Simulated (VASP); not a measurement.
# BN (I-4m2) in VASP: further runs, part 2 of 2

VASP 6.6.1. Earlier steps stand in the parts before.

### Step 4. Single point, r2SCAN (epitaxial xy strain -4.0%)

The input, POSCAR:

```
BN
1.0
    0.0000000000      1.7326324464      1.8351386583
    1.7326324464      0.0000000000      1.8351386583
    1.7326324464      1.7326324464      0.0000000000
B N
1 1
Direct
    0.0000000000      0.0000000000      0.0000000000
    0.2500000000      0.2500000000      0.2500000000
```

The input, INCAR.step1:

```
PREC     = Accurate       # precision mode
ENCUT    = 520            # plane-wave cutoff, eV
ISMEAR   = 0              # smearing method
SIGMA    = 0.01           # smearing width, eV
LREAL    = False          # projectors in reciprocal space
LASPH    = True           # aspherical terms in the spheres
NELM     = 100            # most SCF steps
NBANDS   = 11             # bands
GGA      = PE             # functional
ALGO     = Normal         # electronic algorithm
EDIFF    = 1E-4           # SCF threshold, eV
LWAVE    = True           # write WAVECAR
LCHARG   = False          # write CHGCAR
```

The input, INCAR.step2:

```
PREC     = Accurate       # precision mode
ENCUT    = 520            # plane-wave cutoff, eV
EDIFF    = 1E-6           # SCF threshold, eV
ISMEAR   = 0              # smearing method
SIGMA    = 0.01           # smearing width, eV
LREAL    = False          # projectors in reciprocal space
LASPH    = True           # aspherical terms in the spheres
NELM     = 100            # most SCF steps
ALGO     = Normal         # electronic algorithm
ISIF     = 2              # what is computed and relaxed
LWAVE    = False          # write WAVECAR
LCHARG   = False          # write CHGCAR
METAGGA  = R2SCAN         # meta-GGA
LMIXTAU  = True         
NBANDS   = 11             # bands
ISTART   = 1
```

The input, KPOINTS:

```
regular mesh
0
Gamma
  12 12 12
```

Potentials or basis: VASP PAW PBE potentials, release 64 (B, N).

Run with:

```bash
$ cat potpaw_PBE.64/B/POTCAR potpaw_PBE.64/N/POTCAR > POTCAR
$ cp INCAR.step1 INCAR
$ mpirun -np 1 vasp_std > vasp.out
$ cp INCAR.step2 INCAR
$ mpirun -np 1 vasp_std > vasp.out
```

OUTCAR:

```text
PREC = Accurate
   ENCUT = 520
   EDIFF = 1E-6
   ISMEAR = 0
   LREAL = False
   LASPH = True
   NELM = 100
   ISIF = 2
   METAGGA = R2SCAN
   ISTART = 1

 ion  position               nearest neighbor table
   1  0.000  0.000  0.000-   2 1.53   2 1.53   2 1.53   2 1.53
   2  0.250  0.250  0.250-   1 1.53   1 1.53   1 1.53   1 1.53

  LATTYP: Found a body centered tetragonal cell.
 ALAT       =     2.4503123043
 C/A-ratio  =     1.4978814375

  Lattice vectors:

 A1 = (  -1.7326324464,   0.0000000000,   1.8351386583)
 A2 = (   1.7326324464,   0.0000000000,   1.8351386583)
[... 513 lines left out ...]
      7      21.9955      0.00000
      8      25.8171      0.00000
      9      31.9938      0.00000
     10      35.7021      0.00000
     11      37.6410      0.00000

 [... further k-points ...]
[... 5 lines left out ...]
  --------------------------------------------------------------------------------------
  -------------------------------------------------------------------------------------
  Total        3.0492052      3.0492052      0.0973474      0.0000000      0.0000000      0.0000000
  in kB      443.3895666    443.3895666     14.1554402      0.0000000      0.0000000      0.0000000
  external PRESSURE =     300.3115245 kB  Pullay stress =       0.0000000 kB

 VOLUME and BASIS-vectors are now :
 -----------------------------------------------------------------------------
  energy-cutoff  :      520.00
  volume of cell :       11.02
      direct lattice vectors                 reciprocal lattice vectors
     0.000000000  1.732632446  1.835138658    -0.288578227  0.288578227  0.272458976
     1.732632446  0.000000000  1.835138658     0.288578227 -0.288578227  0.272458976
     1.732632446  1.732632446  0.000000000     0.288578227  0.288578227 -0.272458976

 POSITION                                       TOTAL-FORCE (eV/Angst)
 -----------------------------------------------------------------------------------
      0.00000      0.00000      0.00000        -0.000000     -0.000000      0.000000
      0.86632      0.86632      0.91757         0.000000      0.000000      0.000000
 -----------------------------------------------------------------------------------
    total drift:                                0.000023      0.000023     -0.000047

  FREE ENERGIE OF THE ION-ELECTRON SYSTEM (eV)
  ---------------------------------------------------
  free  energy   TOTEN  =       -19.0459490215 eV

  energy  without entropy=      -19.0459490215  energy(sigma->0) =      -19.04594902
```

OUTCAR.step1:

```text
PREC = Accurate
   ENCUT = 520
   ISMEAR = 0
   LREAL = False
   LASPH = True
[... 558 lines left out ...]
      0.00000      0.00000      0.00000        -0.000000     -0.000000      0.000000
      0.86632      0.86632      0.91757         0.000000      0.000000     -0.000000
 -----------------------------------------------------------------------------------
    total drift:                                0.000002      0.000002     -0.000007

  FREE ENERGIE OF THE ION-ELECTRON SYSTEM (eV)
  ---------------------------------------------------
  free  energy   TOTEN  =       -17.3086140132 eV

  energy  without entropy=      -17.3086140132  energy(sigma->0) =      -17.30861401
```

Wall time 47 s (1 thread of Intel Xeon 6975P-C, shared host); peak memory 0.13 GiB.

Results:

```
Free energy            : -19.0459 eV
Pressure               : 30.0 GPa
Band gap on the k mesh : 4.49 eV, indirect (least direct gap 9.54 eV)
```

Stress tensor (GPa, compression positive):
```
44.34  0.00  0.00
 0.00 44.34  0.00
 0.00  0.00  1.42
```

Caveat: the cell differs from its parent crystal (epitaxial xy strain -4.0%); the PAW data sets were made with another functional, which shifts forces and pressure a little.

### Step 5. Single point, r2SCAN (epitaxial xy strain -3.0%)

The input, POSCAR:

```
BN
1.0
    0.0000000000      1.7506807011      1.8276884058
    1.7506807011      0.0000000000      1.8276884058
    1.7506807011      1.7506807011      0.0000000000
B N
1 1
Direct
    0.0000000000      0.0000000000      0.0000000000
    0.2500000000      0.2500000000      0.2500000000
```

The input, INCAR.step1:

```
SYSTEM = BN
PREC     = Accurate       ! precision mode
ENCUT    = 520            ! plane-wave cutoff, eV
ISMEAR   = 0              ! smearing method
SIGMA    = 0.01           ! smearing width, eV
LREAL    = .False.        ! projectors in reciprocal space
LASPH    = .True.         ! aspherical terms in the spheres
NELM     = 80             ! most SCF steps
NBANDS   = 11             ! bands
GGA      = PE             ! functional
ALGO     = Normal         ! electronic algorithm
EDIFF    = 1E-4           ! SCF threshold, eV
LWAVE    = .True.         ! write WAVECAR
LCHARG   = .False.        ! write CHGCAR
```

The input, INCAR.step2:

```
SYSTEM = BN
PREC     = Accurate       ! precision mode
ENCUT    = 520            ! plane-wave cutoff, eV
EDIFF    = 1E-6           ! SCF threshold, eV
ISMEAR   = 0              ! smearing method
SIGMA    = 0.01           ! smearing width, eV
LREAL    = .False.        ! projectors in reciprocal space
LASPH    = .True.         ! aspherical terms in the spheres
NELM     = 80             ! most SCF steps
ALGO     = Normal         ! electronic algorithm
ISIF     = 2              ! what is computed and relaxed
LWAVE    = .False.        ! write WAVECAR
LCHARG   = .False.        ! write CHGCAR
METAGGA  = R2SCAN         ! meta-GGA
LMIXTAU  = .True.       
NBANDS   = 11             ! bands
ISTART   = 1
```

The input, KPOINTS:

```
regular mesh
0
Gamma
  12 12 12
  0 0 0
```

Run with:

```bash
$ cat potpaw_PBE.64/B/POTCAR potpaw_PBE.64/N/POTCAR > POTCAR
$ cp INCAR.step1 INCAR
$ mpirun -np 1 vasp_std > vasp.out
$ cp INCAR.step2 INCAR
$ mpirun -np 1 vasp_std > vasp.out
```

Run time: 51 s. Hardware: 1 thread of Intel Xeon 6975P-C, shared host; peak memory 0.13 GiB.

Results (log left out):

| Property | Result |
| --- | --- |
| Free energy | -19.1010 eV |
| Pressure | 22.0 GPa |
| Band gap on the k mesh | 4.62 eV, indirect (least direct gap 9.54 eV) |

Stress tensor (GPa, compression positive):
```
32.33  0.00  0.00
 0.00 32.33  0.00
 0.00  0.00  1.34
```

Levels at points of the mesh, in eV from the valence-band top:
| k point | band 1 | band 2 | band 3 | band 4 | band 5 | band 6 | band 7 | band 8 |
| --- | --- | --- | --- | --- | --- | --- | --- | --- |
| (0.00, 0.00, 0.00) | -22.08 | -0.48 | 0.00 | 0.00 | 9.54 | 9.54 | 9.85 | 11.81 |
| (0.50, 0.00, 0.00) | -17.51 | -11.75 | -2.65 | -1.90 | 10.51 | 11.88 | 12.18 | 16.84 |
| (0.50, 0.50, 0.00) | -16.38 | -10.28 | -5.10 | -5.10 | 5.44 | 10.69 | 19.87 | 19.87 |
| (0.50, 0.00, 0.50) | -15.84 | -9.62 | -5.74 | -5.72 | 4.62 | 9.62 | 19.54 | 20.27 |

Caveat: the cell differs from its parent crystal (epitaxial xy strain -3.0%); the PAW data sets were made with another functional, which shifts forces and pressure a little.

### Step 6. Single point, r2SCAN (epitaxial xy strain -2.0%)

The input, POSCAR:

```
BN
1.0
    0.0000000000      1.7687289557      1.8201559063
    1.7687289557      0.0000000000      1.8201559063
    1.7687289557      1.7687289557      0.0000000000
B N
1 1
Direct
    0.0000000000      0.0000000000      0.0000000000
    0.2500000000      0.2500000000      0.2500000000
```

The input, INCAR.step1:

```
SYSTEM = BN
PREC = Accurate
ENCUT = 520
ISMEAR = 0
SIGMA = 0.01
LREAL = .False.
LASPH = .True.
NELM = 60
NBANDS = 11
GGA = PE
ALGO = Normal
EDIFF = 1E-4
LWAVE = .True.
LCHARG = .False.
```

The input, INCAR.step2:

```
SYSTEM = BN
PREC = Accurate
ENCUT = 520
EDIFF = 1E-7
ISMEAR = 0
SIGMA = 0.01
LREAL = .False.
LASPH = .True.
NELM = 60
ALGO = Normal
ISIF = 2
LWAVE = .False.
LCHARG = .False.
METAGGA = R2SCAN
LMIXTAU = .True.
NBANDS = 11
ISTART = 1
```

The input, KPOINTS:

```
Automatic mesh
0
Gamma
  12 12 12
  0 0 0
```

Potentials or basis: VASP PAW PBE potentials, release 64 (B, N).

Run with:

```bash
$ cat potpaw_PBE.64/B/POTCAR potpaw_PBE.64/N/POTCAR > POTCAR
$ cp INCAR.step1 INCAR
$ mpirun -np 1 vasp_std > vasp.out
$ cp INCAR.step2 INCAR
$ mpirun -np 1 vasp_std > vasp.out
```

It took 57 s on 1 thread of Intel Xeon 6975P-C, shared host; peak memory 0.14 GiB.

It converged, with:

```
Free energy            : -19.1396 eV
Pressure               : 14.5 GPa
Band gap on the k mesh : 4.75 eV, indirect (least direct gap 9.54 eV)
```

Stress tensor (GPa, compression positive):
```
21.16  0.00  0.00
 0.00 21.16  0.00
 0.00  0.00  1.26
```

Levels at points of the mesh, in eV from the valence-band top:
```
           k point  band 1  band 2  band 3  band 4  band 5  band 6  band 7  band 8  band 9
(0.00, 0.00, 0.00)  -21.82   -0.31    0.00    0.00    9.54    9.54    9.75   11.59   26.76
(0.50, 0.00, 0.00)  -17.35  -11.53   -2.43   -1.95   10.73   11.75   11.84   16.70   25.31
(0.50, 0.50, 0.00)  -16.11   -9.96   -5.11   -5.11    5.28   10.40   19.69   19.69   22.34
(0.50, 0.00, 0.50)  -15.76   -9.52   -5.53   -5.51    4.75    9.70   19.49   19.97   22.95
```

Caveat: the cell differs from its parent crystal (epitaxial xy strain -2.0%); the PAW data sets were made with another functional, which shifts forces and pressure a little. A k mesh can miss the band edges.

### Step 7. Overview

| level | cell | smearing | gap on the mesh (eV) | pressure (GPa) |
| --- | --- | --- | --- | --- |
| PBE | a = 2.567, b = 2.567, c = 2.603 Å, angles 59.5, 59.5, 60.9°, 2 atoms | fermi-dirac 0.02 eV | 3.95 | -6.5 |
| PBE | a = 2.575, b = 2.575, c = 2.629 Å, angles 59.3, 59.3, 61.4°, 2 atoms | fermi-dirac 0.02 eV | 3.71 | -11.6 |
| r2SCAN | a = 2.524, b = 2.524, c = 2.450 Å, angles 61.0, 61.0, 58.1°, 2 atoms | gaussian 0.01 eV | 4.49 | 30.0 |
| r2SCAN | a = 2.531, b = 2.531, c = 2.476 Å, angles 60.7, 60.7, 58.6°, 2 atoms | gaussian 0.01 eV | 4.62 | 22.0 |
| r2SCAN | a = 2.538, b = 2.538, c = 2.501 Å, angles 60.5, 60.5, 59.0°, 2 atoms | gaussian 0.01 eV | 4.75 | 14.5 |

Alike in all rows: task single point; potentials or basis VASP PAW PBE potentials, release 64 (B, N); no spin polarisation; k mesh 12 × 12 × 12; cutoff (eV) 520.

Caveats: the PAW data sets were made with another functional, which shifts forces and pressure a little (some runs).

Absolute energies hang on the potentials; compare differences alone.
